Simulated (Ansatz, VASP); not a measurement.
## Two plane-wave programs on Ta

```
Ta
1.0
    -1.65336    1.65336    1.65336
     1.65336   -1.65336    1.65336
     1.65336    1.65336   -1.65336
Ta
1
Direct
  0.00000 0.00000 0.00000
```

Alike in both runs: task single point; functional r2SCAN; k mesh 8 × 8 × 8; occupations fermi-dirac, width 0.1 eV; no spin polarisation.

|  | VASP | Ansatz |
| --- | --- | --- |
| version | VASP 6.6.1 | Ansatz 0.2.0 |
| potentials or method | VASP PAW PBE potentials, release 64 (Ta_pv), cutoff 520 eV | plane waves (500 eV) with PAW, scalar-relativistic |
| valence electrons in the cell | 11 | 13 |

Ansatz gave:

| Item | Value |
| --- | --- |
| pressure (GPa) | -2.0 |

Which values does VASP return?

Pressure (GPa): -1.3.

VASP's potentials were made for PBE, not for r2SCAN. VASP's potentials hold 11 valence electrons a cell and Ansatz's 13, so a difference there can come from the potentials and not from the codes.

Neither program's run includes spin-orbit coupling.
